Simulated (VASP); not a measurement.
Input of a VASP 6.6.1 run:

Contents of INCAR:

```
ALGO = Normal
EDIFF = 1E-6
ENCUT = 520
GGA = PE
ISIF = 2
ISMEAR = 0
LASPH = True
LCHARG = False
LREAL = False
LWAVE = False
NBANDS = 18
NELM = 100
PREC = Accurate
SIGMA = 0.1
```

Contents of KPOINTS:

```
k-points
0
Gamma
  4 4 4
```

File POSCAR:

```
RbLiAlH4
1.0
    0.0000000000      3.3014066400      3.3014066400
    3.3014066400      0.0000000000      3.3014066400
    3.3014066400      3.3014066400      0.0000000000
Rb Li Al H
1 1 1 4
Direct
    0.0000000000      0.0000000000      0.0000000000
    0.2500000000      0.2500000000      0.2500000000
    0.5000000000      0.5000000000      0.5000000000
    0.4066084200      0.7801747400      0.4066084200
    0.4066084200      0.4066084200      0.4066084200
    0.7801747400      0.4066084200      0.4066084200
    0.4066084200      0.4066084200      0.7801747400
```

Potentials or basis: VASP PAW PBE potentials, release 64 (Rb_sv, Li_sv, Al, H).

Run with:

```sh
$ cat potpaw_PBE.64/Rb_sv/POTCAR potpaw_PBE.64/Li_sv/POTCAR potpaw_PBE.64/Al/POTCAR potpaw_PBE.64/H/POTCAR > POTCAR
$ mpirun -np 1 vasp_std > vasp.out
```

What does it give for the largest force?

22.017 eV/Å.

Forces on the atoms (eV/Å):
```
Rb    0.000   0.000   0.000
Li    0.000   0.000   0.000
Al    0.000   0.000   0.000
H    12.712 -12.712  12.712
H   -12.712 -12.712 -12.712
H   -12.712  12.712  12.712
H    12.712  12.712 -12.712
```

Caveat: the k points lie up to 0.41 Å⁻¹ apart; forces of over 1 eV/Å act on the atoms, so gaps and moduli don't describe the material at rest.
